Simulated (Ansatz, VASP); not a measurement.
## One calculation of Sn, two programs

INCAR

```
PREC = Accurate ; ENCUT = 520
EDIFF = 1E-6 ; ISMEAR = -1
SIGMA = 0.02 ; LREAL = F
LASPH = T ; NELM = 60
ALGO = Normal ; ISIF = 2
LWAVE = F ; LCHARG = T
GGA = PE ; LELF = T
LVHAR = T ; NBANDS = 36
```

The input KPOINTS:

```
Automatic mesh
0
Gamma
  6 6 4
```

Contents of POSCAR:

```
Sn
1.0
    4.6349415438      0.0000000000      0.0000000000
   -2.3174707719      4.0139771220      0.0000000000
    0.0000000000      0.0000000000      7.6138913059
Sn
4
Direct
    0.3333333333      0.6666666667      0.0002405641
    0.6666666667      0.3333333333      0.5002405641
    0.3333333333      0.6666666667      0.3747594359
    0.6666666667      0.3333333333      0.8747594359
```

Input for Ansatz:

```yaml
crystal:
  lattice:
    - [4.6349415438, 0.0, 0.0]
    - [-2.3174707719, 4.013977122, 0.0]
    - [0.0, 0.0, 7.6138913059]
  atoms:
    - { symbol: Sn, position: [0.3333333333, 0.6666666667, 0.0002405641] }
    - { symbol: Sn, position: [0.6666666667, 0.3333333333, 0.5002405641] }
    - { symbol: Sn, position: [0.3333333333, 0.6666666667, 0.3747594359] }
    - { symbol: Sn, position: [0.6666666667, 0.3333333333, 0.8747594359] }
kpoints:
  mp_grid: { grid: [6, 6, 4] }
  band_path:
    path:
      - [[0.0, 0.0, 0.0], [0.5, 3.382795525301e-17, 0.0], [0.3333333333333, 0.3333333333333, 0.0], [0.0, 0.0, 0.0], [0.0, 0.0, 0.5], [0.5, 3.382795525301e-17, 0.5], [0.3333333333333, 0.3333333333333, 0.5], [0.0, 0.0, 0.5]]
      - [[0.5, 3.382795525301e-17, 0.5], [0.5, 3.382795525301e-17, 0.0]]
      - [[0.3333333333333, 0.3333333333333, 0.5], [0.3333333333333, 0.3333333333333, 0.0]]
    npoints: 10
hamiltonian:
  xc: pbe
scf:
  occupations: { method: fermi_dirac, width: 0.02 }
  n_extra_bands: 5
output:
  forces: true
  stress: true
  eigenvalues: true
```

Alike in both runs: task single point; functional PBE; k mesh 6 × 6 × 4; occupations fermi-dirac, width 0.02 eV; no spin polarisation.

|  | VASP | Ansatz |
| --- | --- | --- |
| version | VASP 6.6.1 | Ansatz 0.2.0 |
| potentials or method | VASP PAW PBE potentials, release 64 (Sn_d) | plane waves, PAW |
| plane-wave cutoff (eV) | 520 | 420 |
| valence electrons in the cell | 56 | 56 |

```csv
,VASP,Ansatz,Ansatz less VASP
pressure (GPa),1.5,1.6,+0.05
"traceless stress, the component that is largest in VASP (GPa)",-0.19,-0.19,+0.004
rms of the force components (eV/Å),0.026,0.026,-0.0004
```

Atom by atom the forces differ by 0.000 eV/Å (rms over components).
